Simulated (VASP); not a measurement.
The system is Sn4C.

```
Sn C
1.0
    -3.22092    3.22092    3.22092
     3.22092   -3.22092    3.22092
     3.22092    3.22092   -3.22092
Sn C
4 1
Cartesian
  1.2648 1.2648 1.2648
  -1.9561 1.9561 1.9561
  1.9561 1.9561 -1.9561
  1.9561 -1.9561 1.9561
  0.0000 0.0000 0.0000
```

The cell was built from a structure type or drawn by symmetry, and may not be a known phase.

```yaml
Program: VASP 6.6.1
Task: relaxation of cell and atoms
Functional: PBE
Potentials_or_basis: VASP PAW PBE potentials, release 64 (Sn_d, C)
Cutoff: 600 eV
k_mesh: 8 × 8 × 8
Occupations: gaussian, width 0.1 eV
Spin: no spin polarisation
```

At the start: pressure -0.0 GPa; volume 26.73 Å³/atom.

Problem. Where does the relaxation end?

Solution. Over 4 steps the energy falls by 3.2 meV/atom and the volume is 26.24 Å³/atom (-1.8 %); space group I-43m (No. 217, to 0.1 Å) before and after.

The path:
| step | energy change (eV) | largest force (eV/Å) | pressure (GPa) | volume (Å³) |
| --- | --- | --- | --- | --- |
| 1 | 0.0000 | 0.2462 | -0.03 | 133.66 |
| 2 | -0.0088 | 0.1218 | -0.32 | 133.56 |
| 3 | -0.0121 | 0.0125 | -0.63 | 133.44 |
| 4 | -0.0158 | 0.0066 | 0.06 | 131.19 |

Final structure:
```
Sn C
1.0
    -3.20096    3.20096    3.20096
     3.20096   -3.20096    3.20096
     3.20096    3.20096   -3.20096
Sn C
4 1
Cartesian
  1.2765 1.2765 1.2765
  -1.9245 1.9245 1.9245
  1.9245 1.9245 -1.9245
  -1.2765 1.2765 5.1254
  3.2010 -3.2010 3.2010
```
